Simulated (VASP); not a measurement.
# Ni (Fm-3m) in VASP: further runs, part 2 of 4

VASP 6.6.1.

### 3 Single point, PBE, collinear spin, ferromagnetic start

This run uses another cell than the first one, of 11.00 Å³/atom, 1.010 times its volume.

INCAR reads:

```
PREC = Accurate
ENCUT = 520
EDIFF = 1E-6
ISMEAR = 0
SIGMA = 0.1
LREAL = False
LASPH = True
NELM = 150
ALGO = Normal
ISIF = 2
LWAVE = False
LCHARG = False
ISPIN = 2
MAGMOM = 0.75
LORBIT = 11
LMAXMIX = 4
GGA = PE
NBANDS = 15
```

KPOINTS reads:

```
Automatic mesh
0
Gamma
  20 20 20
```

POSCAR reads:

```
Ni
1.0
    0.0000000000      1.7652068240      1.7652068240
    1.7652068240      0.0000000000      1.7652068240
    1.7652068240      1.7652068240      0.0000000000
Ni
1
Direct
    0.0000000000      0.0000000000      0.0000000000
```

Potentials or basis: VASP PAW PBE potentials, release 64 (Ni).

The run is started by

```bash
> cat potpaw_PBE.64/Ni/POTCAR > POTCAR
> mpirun -np 1 vasp_std > vasp.out
```

OUTCAR:

```text
PREC = Accurate
   ENCUT = 520
   EDIFF = 1E-6
   ISMEAR = 0
   LREAL = False
   LASPH = True
   NELM = 150
   ISIF = 2
   ISPIN = 2
   LORBIT = 11
   GGA = PE

 ion  position               nearest neighbor table
   1  0.000  0.000  0.000-

  LATTYP: Found a face centered cubic cell.
 ALAT       =     3.5304136480

  Lattice vectors:

 A1 = (   0.0000000000,   1.7652068240,   1.7652068240)
 A2 = (   1.7652068240,   0.0000000000,   1.7652068240)
 A3 = (   1.7652068240,   1.7652068240,   0.0000000000)

Analysis of symmetry for initial positions (statically):
=====================================================================
 Subroutine PRICEL returns:
 Original cell was already a primitive cell.

 Routine SETGRP: Setting up the symmetry group for a
 face centered cubic supercell.

 Subroutine GETGRP returns: Found 48 space group operations
 (whereof 48 operations were pure point group operations)
 out of a pool of 48 trial point group operations.

The static configuration has the point symmetry O_h .

Analysis of symmetry for dynamics (positions and initial velocities):
=====================================================================
 Subroutine PRICEL returns:
 Original cell was already a primitive cell.

 Routine SETGRP: Setting up the symmetry group for a
 face centered cubic supercell.

 Subroutine GETGRP returns: Found 48 space group operations
 (whereof 48 operations were pure point group operations)
 out of a pool of 48 trial point group operations.

The dynamic configuration has the point symmetry O_h .

Analysis of structural, dynamic, and magnetic symmetry:
=====================================================================
 Subroutine PRICEL returns:
 Original cell was already a primitive cell.

 Routine SETGRP: Setting up the symmetry group for a
 face centered cubic supercell.

 Subroutine GETGRP returns: Found 48 space group operations
 (whereof 48 operations were pure point group operations)
 out of a pool of 48 trial point group operations.

The overall configuration has the point symmetry O_h .

 Subroutine INISYM returns: Found 48 space group operations
 (whereof 48 operations are pure point group operations),
 and found     1 'primitive' translations

----------------------------------------------------------------------------------------

                                     Primitive cell

  volume of cell :      11.0006

  direct lattice vectors                    reciprocal lattice vectors
     0.000000000  1.765206824  1.765206824    -0.283252927  0.283252927  0.283252927
     1.765206824  0.000000000  1.765206824     0.283252927 -0.283252927  0.283252927
     1.765206824  1.765206824  0.000000000     0.283252927  0.283252927 -0.283252927

  length of vectors
     2.496379431  2.496379431  2.496379431     0.490608461  0.490608461  0.490608461

  position of ions in fractional coordinates (direct lattice)
     0.000000000  0.000000000  0.000000000

  ion indices of the primitive-cell ions
   primitive index   ion index
                 1           1

----------------------------------------------------------------------------------------

 KPOINTS: Automatic mesh

Automatic generation of k-mesh.
 Grid dimensions read from file:
 generate k-points for:   20   20   20

 Generating k-lattice:

  Cartesian coordinates                     Fractional coordinates (reciprocal lattice)
[... 65 lines left out ...]
   NFREE  =      0    steps in history (QN), initial steepest desc. (CG)
   ISIF   =      2    stress and relaxation
   ISYM   =      2    0-nonsym 1-usesym 2-fastsym
   POTIM  = 0.5000    time-step for ionic-motion
   TEBEG  =    0.0;   TEEND  =   0.0 temperature during run
   PSTRESS=    0.0 pullay stress
   NELECT =      10.0000    total number of electrons
   NUPDOWN=      -1.0000    fix difference up-down
   EMIN   =  10.00;   EMAX   =-10.00  energy-range for DOS
   EFERMI =   0.00;   METHOD = LEGACY
   ISMEAR =     0;   SIGMA  =   0.10  broadening in eV -4-tet -1-fermi 0-gaus
   EFERMI_NEDOS =   21; number of points for ismear=-14 and -15
   IALGO  =     38    algorithm
   IMIX   =      4    mixing-type and parameters
     AMIX     =   0.40;   BMIX     =  1.00
     AMIX_MAG =   1.60;   BMIX_MAG =  1.00
  volume/ion in A,a.u.               =      11.00        74.24
  Fermi-wavevector in a.u.,A,eV,Ry     =   1.585876  2.996871 34.218690  2.515003
  Thomas-Fermi vector in A             =   2.685273
   LORBIT       =     11    0 simple, 1 ext, 2 COOP (PROOUT), +10 PAW based schemes
   GGA     = PE    functional components
   LHFCALC =     F    Hartree Fock is set to
   AEXX    =    0.0000 exact exchange contribution
   IVDW    =     0    specifies the selected vdW correction
   LEPSILON=     F    determine dielectric tensor
   LRPA    =     F    only Hartree local field effects (RPA)
 spin polarized calculation
 Gauss-broadening in eV      SIGMA  =   0.10
  energy-cutoff  :      520.00
  volume of cell :       11.00
 maximum number of plane-waves:       307
   NGX =  9   NGY =  9   NGZ =  9

 number of electron      10.0000010 magnetization       0.6296978

 Free energy of the ion-electron system (eV)
  ---------------------------------------------------
  ext. energy  EPLUGINS =         0.00000000
  ---------------------------------------------------
  free energy    TOTEN  =        -5.47442069 eV

  energy without entropy =       -5.46554418  energy(sigma->0) =       -5.46998244

 E-fermi :   9.2230     XC(G=0): -13.1907

 val. band max:        9.2214588158   @ k =  -0.4500   0.5000   0.0500
 cond. band min:       9.2236050633   @ k =   0.4000   0.0000   0.0000
 fundamental gap:      0.0021462475
 Fermi energy:         9.2230454124

 spin component 1

 k-point     1 :       0.0000    0.0000    0.0000
  band No.  band energies     occupation
      1       0.2882      1.00000
      2       6.8095      1.00000
      3       6.8095      1.00000
      4       6.8095      1.00000
      5       7.9711      1.00000
      6       7.9711      1.00000
      7      32.8518      0.00000
      8      36.6260      0.00000
      9      36.6260      0.00000
     10      36.6260      0.00000
     11      39.5275      0.00000
     12      39.5275      0.00000
     13      39.5275      0.00000
     14      42.5199      0.00000
[... 403 lines left out ...]
      4       7.0735      1.00000
      5       8.2942      1.00000
      6       8.6392      1.00000
      7      18.2742      0.00000
      8      30.7831      0.00000
      9      33.1210      0.00000
     10      34.9308      0.00000
     11      36.9324      0.00000
     12      38.7574      0.00000
     13      42.9302      0.00000
     14      49.5679      0.00000
     15      51.1751      0.00000

 [... further k-points ...]

 spin component 2

 k-point     1 :       0.0000    0.0000    0.0000
  band No.  band energies     occupation
      1       0.2512      1.00000
      2       7.5695      1.00000
      3       7.5695      1.00000
      4       7.5695      1.00000
      5       8.5584      1.00000
      6       8.5584      1.00000
      7      32.6849      0.00000
      8      36.6066      0.00000
      9      36.6066      0.00000
     10      36.6066      0.00000
     11      39.6268      0.00000
     12      39.6268      0.00000
     13      39.6268      0.00000
     14      42.3947      0.00000
[... 403 lines left out ...]
      4       7.5870      1.00000
      5       9.0278      0.99712
      6       9.3360      0.05513
      7      18.5165      0.00000
      8      30.7513      0.00000
      9      33.1153      0.00000
     10      35.0342      0.00000
     11      36.9588      0.00000
     12      38.7751      0.00000
     13      42.9910      0.00000
     14      49.6385      0.00000
     15      51.3720      0.00000

 [... further k-points ...]
[... 5 lines left out ...]
  --------------------------------------------------------------------------------------
  -------------------------------------------------------------------------------------
  Total       -0.1389855     -0.1389855     -0.1389855     -0.0000000     -0.0000000      0.0000000
  in kB      -20.2424651    -20.2424651    -20.2424651     -0.0000000     -0.0000000      0.0000000
  external PRESSURE =     -20.2424651 kB  Pullay stress =       0.0000000 kB

 VOLUME and BASIS-vectors are now :
 -----------------------------------------------------------------------------
  energy-cutoff  :      520.00
  volume of cell :       11.00
      direct lattice vectors                 reciprocal lattice vectors
     0.000000000  1.765206824  1.765206824    -0.283252927  0.283252927  0.283252927
     1.765206824  0.000000000  1.765206824     0.283252927 -0.283252927  0.283252927
     1.765206824  1.765206824  0.000000000     0.283252927  0.283252927 -0.283252927

 POSITION                                       TOTAL-FORCE (eV/Angst)
 -----------------------------------------------------------------------------------
      0.00000      0.00000      0.00000         0.000000      0.000000      0.000000
 -----------------------------------------------------------------------------------
    total drift:                                0.000000      0.000000      0.000000

  FREE ENERGIE OF THE ION-ELECTRON SYSTEM (eV)
  ---------------------------------------------------
  free  energy   TOTEN  =        -5.4744206934 eV

  energy  without entropy=       -5.4655441810  energy(sigma->0) =       -5.46998244

 total charge

# of ion       s       p       d       tot
------------------------------------------
    1        0.493   0.488   8.309   9.290

 magnetization (x)

# of ion       s       p       d       tot
------------------------------------------
    1       -0.007  -0.025   0.675   0.643
```

stdout:

```text
POSCAR found type information on POSCAR Ni
 POSCAR found :  1 types and       1 ions
 scaLAPACK will be used
 LDA part: xc-table for (Slater+PW92), standard interpolation
 POSCAR, INCAR and KPOINTS ok, starting setup
 FFT: planning ... GRIDC
 FFT: planning ... GRID_SOFT
 FFT: planning ... GRID
 WAVECAR not read
 entering main loop
```

It took 46 s on 1 thread of Intel Xeon 6975P-C (Granite Rapids), shared host; peak memory 0.18 GiB.

Results:

| Property | Result |
| --- | --- |
| Free energy | -5.4744 eV |
| Pressure | -2.0 GPa |
| Net moment | 0.63 μB per cell |
| Site moments | Ni +0.64 μB |
| Valence electrons inside the program's atomic spheres | Ni 9.29 |

Levels at points of the mesh, in eV from the Fermi level:
Spin up:
| k point | band 1 | band 2 | band 3 | band 4 | band 5 | band 6 | band 7 | band 8 | band 9 | band 10 |
| --- | --- | --- | --- | --- | --- | --- | --- | --- | --- | --- |
| (0.00, 0.00, 0.00) | -8.93 | -2.41 | -2.41 | -2.41 | -1.25 | -1.25 | 23.63 | 27.40 | 27.40 | 27.40 |
| (0.50, 0.00, 0.00) | -4.78 | -2.39 | -2.39 | -0.61 | -0.61 | -0.27 | 5.58 | 22.13 | 24.48 | 24.48 |
| (0.50, 0.50, 0.00) | -4.58 | -4.14 | -0.56 | -0.49 | -0.49 | 2.44 | 9.12 | 14.72 | 14.72 | 19.59 |
Spin down:
| k point | band 1 | band 2 | band 3 | band 4 | band 5 | band 6 | band 7 | band 8 | band 9 | band 10 |
| --- | --- | --- | --- | --- | --- | --- | --- | --- | --- | --- |
| (0.00, 0.00, 0.00) | -8.97 | -1.65 | -1.65 | -1.65 | -0.66 | -0.66 | 23.46 | 27.38 | 27.38 | 27.38 |
| (0.50, 0.00, 0.00) | -4.34 | -1.77 | -1.77 | -0.34 | 0.15 | 0.15 | 6.00 | 21.98 | 24.56 | 24.56 |
| (0.50, 0.50, 0.00) | -4.24 | -3.52 | 0.06 | 0.38 | 0.38 | 2.40 | 9.36 | 14.73 | 14.73 | 19.75 |

[end of part 2 of 4]
